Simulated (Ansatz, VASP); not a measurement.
One calculation of In, two programs

The input INCAR:

```
SYSTEM = In
PREC = Accurate ; ENCUT = 520
EDIFF = 1E-7 ; ISMEAR = -1
SIGMA = 0.05 ; LREAL = .False.
LASPH = .True. ; NELM = 60
ALGO = Normal ; ISIF = 2
LWAVE = .False. ; LCHARG = .False.
NBANDS = 34
```

File KPOINTS:

```
Automatic mesh
0
Gamma
  14 14 4
  0 0 0
```

POSCAR

```
In
1.0
    3.3638438630      0.0000000000      0.0000000000
   -1.6819219315      2.9131742397      0.0000000000
    0.0000000000      0.0000000000     10.7997083600
In
4
Direct
    0.6666666667      0.3333333333      0.7500000000
    0.0000000000      0.0000000000      0.5000000000
    0.3333333333      0.6666666667      0.2500000000
    0.0000000000      0.0000000000      0.0000000000
```

Input for Ansatz:

```yaml
crystal:
  lattice:
    - [3.363843863, 0.0, 0.0]
    - [-1.6819219315, 2.9131742397, 0.0]
    - [0.0, 0.0, 10.79970836]
  atoms:
    - { symbol: In, position: [0.6666666667, 0.3333333333, 0.75] }
    - { symbol: In, position: [0.0, 0.0, 0.5] }
    - { symbol: In, position: [0.3333333333, 0.6666666667, 0.25] }
    - { symbol: In, position: [0.0, 0.0, 0.0] }
hamiltonian:
  xc: lda
kpoints:
  mp_grid: { grid: [14, 14, 4] }
scf:
  occupations: { method: fermi_dirac, width: 0.05 }
  convergence: { dr2_threshold: 1.0e-09 }
basis:
  ecutwfc: 600
output:
  eigenvalues: true
  forces: true
  stress: true
```

Alike in both runs: task single point; functional LDA; k mesh 14 × 14 × 4; occupations fermi-dirac, width 0.05 eV; no spin polarisation.

|  | VASP | Ansatz |
| --- | --- | --- |
| version | VASP 6.6.1 | Ansatz 0.2.0 |
| potentials or method | VASP PAW LDA potentials, release 64 (In_d), cutoff 520 eV | scalar-relativistic, plane waves, PAW |
| valence electrons in the cell | 52 | 52 |

|  | VASP | Ansatz | Ansatz less VASP |
| --- | --- | --- | --- |
| gap on the k mesh at the Fermi level (eV) | none | none | - |
| pressure (GPa) | -2.9 | -2.9 | 0.00 |
| traceless stress, the component that is largest in VASP (GPa) | 0.32 | 0.31 | -0.008 |

LDA's correlation is that of Perdew and Zunger in VASP and of Perdew and Wang (1992) in Ansatz. A gap of «none» marks a metal or a gap that the smearing closes. Ansatz's warnings: stress scf threshold loose.
